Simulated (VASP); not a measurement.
Wanted: the native input for a VASP 6.6.1 run.

```
Task                   : single point
Functional             : PBE
Potentials or basis    : VASP PAW PBE potentials, release 64 (C, Si)
Cutoff                 : 520 eV
k mesh                 : 9 × 9 × 1
Occupations            : gaussian, width 0.05 eV
Spin                   : collinear spin
Starting moments       : [0.0, 0.0, 0.0, 0.0, 0.0, 0.0, 2.0] μB
Dipole correction      : yes
Further INCAR settings : ALGO = Normal; EDIFF = 1e-07; NBANDS = 27
```

The structure of Si4C3 lies in POSCAR:

```
Si4C3
1.0
    3.0967389913      0.0000000000      0.0000000000
   -1.5483694956      2.6818546353      0.0000000000
    0.0000000000      0.0000000000     21.1135575009
C Si
3 4
Direct
    0.0000000000      0.0000000000      0.1894517302
    0.3333333333      0.6666666667      0.3092078063
    0.6666666667      0.3333333333      0.4307637748
    0.3333333333      0.6666666667      0.2193907492
    0.6666666667      0.3333333333      0.3368742035
    0.0000000000      0.0000000000      0.4553262756
    0.0000000000      0.0000000000      0.5709507897
```

One way to write it, as run:

INCAR

```
SYSTEM = Si4C3
PREC = Accurate ; ENCUT = 520
EDIFF = 1E-7 ; ISMEAR = 0
SIGMA = 0.05 ; LREAL = .FALSE.
LASPH = .TRUE. ; NELM = 150
ALGO = Normal ; ISIF = 2
LWAVE = .FALSE. ; LCHARG = .TRUE.
ISPIN = 2 ; MAGMOM = 0 0 0 0 0 0 2
LORBIT = 11 ; LDIPOL = .TRUE.
IDIPOL = 3 ; DIPOL = 0.5 0.5 0.359
GGA = PE ; LELF = .TRUE.
LVHAR = .TRUE. ; LVACPOTAV = .TRUE.
NBANDS = 27
```

KPOINTS

```
Automatic mesh
0
G
  9 9 1
  0 0 0
```

Potentials or basis: VASP PAW PBE potentials, release 64 (C, Si).

The run is started by

```sh
$ cat potpaw_PBE.64/C/POTCAR potpaw_PBE.64/Si/POTCAR > POTCAR
$ mpirun -np 1 vasp_std > vasp.out
```

It gave:

| Item | Value |
| --- | --- |
| Largest force | 3.088 eV/Å |
| Band gap on the k mesh | zero (filled and empty bands overlap) |
| Net moment | 0.00 μB per cell |
| Valence electrons inside the program's atomic spheres | C 2.38, 2.54, 2.53; Si 1.66, 1.70, 1.51 |

Run time: 14 min on 1 thread of AMD EPYC 7R13, with other jobs on the host, peak memory 0.37 GiB.
